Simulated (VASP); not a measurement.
Input of a VASP 6.6.1 run:

File INCAR:

```
  PREC = Accurate
  ENCUT = 520
  EDIFF = 1E-6
  ISMEAR = -1
  SIGMA = 0.15
  LREAL = F
  LASPH = T
  NELM = 100
  ALGO = Normal
  ISIF = 2
  LWAVE = F
  LCHARG = F
  GGA = PS
  NBANDS = 17
```

The input KPOINTS:

```
Automatic mesh
0
Gamma
  6 6 4
```

File POSCAR:

```
MgAl2Sb2
1.0
    4.7234754494      0.0000000000      0.0000000000
   -2.3617377247      4.0906496030      0.0000000000
    0.0000000000      0.0000000000      7.2704661542
Mg Al Sb
1 2 2
Direct
    0.0000000000      0.0000000000      0.0000000000
    0.6666666667      0.3333333333      0.3707880000
    0.3333333333      0.6666666667      0.6292120000
    0.6666666667      0.3333333333      0.7696890000
    0.3333333333      0.6666666667      0.2303110000
```

Potentials or basis: VASP PAW PBE potentials, release 64 (Mg, Al, Sb).

Run with:

```bash
$ cat potpaw_PBE.64/Mg/POTCAR potpaw_PBE.64/Al/POTCAR potpaw_PBE.64/Sb/POTCAR > POTCAR
$ mpirun -np 1 vasp_std > vasp.out
```

(1) Predict the largest force.

(2) Predict the pressure.

## Answers

(1) 0.242 eV/Å.

(2) -4.2 GPa.

Caveat: the PAW data sets were made with another functional, which shifts forces and pressure a little.
